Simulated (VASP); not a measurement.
CsAgAs, 3 atoms in the cell. It takes space group P-6m2 (No. 187, hexagonal). The conventional cell has a = 4.452 Å, b = 4.452 Å, c = 5.894 Å, α = 90.00°, β = 90.00°, γ = 120.00°. Within 5.1 Å of Cs (site symmetry -6m2) lie 6 Ag at 3.91 Å and 6 As at 3.91 Å and 6 Cs at 4.45 Å. Ag (site symmetry -6m2) has 3 As at 2.57 Å within 3.4 Å. Within 3.4 Å of As (site symmetry -6m2) lie 3 Ag at 2.57 Å. 

* Program: VASP 6.6.1
* Task: relaxation of cell and atoms
* Functional: PBE
* Potentials or basis: VASP PAW PBE potentials, release 64 (Cs_sv, Ag, As)
* Cutoff: 600 eV
* k mesh: 12 × 12 × 8
* Occupations: fermi-dirac, width 0.15 eV
* Spin: no spin polarisation
* Dipole correction: no
* Further INCAR settings: ALGO = Normal; EDIFF = 1e-06; IBRION = 2; EDIFFG = -0.001; NSW = 80; ISIF = 3

Potentials or basis: VASP PAW PBE potentials, release 64 (Cs_sv, Ag, As).

Command:

```bash
$ cat potpaw_PBE.64/Cs_sv/POTCAR potpaw_PBE.64/Ag/POTCAR potpaw_PBE.64/As/POTCAR > POTCAR
$ mpirun -np 1 vasp_std > vasp.out
```

Hardware: 1 thread of Intel(R) Xeon(R) Platinum 8488C (Sapphire Rapids) (shared host).

**Question.** How long does it take, and how much memory?

**Answer.** Wall time 12 min on 1 thread of Intel(R) Xeon(R) Platinum 8488C (Sapphire Rapids), on a shared host, peak memory 0.43 GiB. Counts: scf iterations 72, k points 95, ion steps 15.
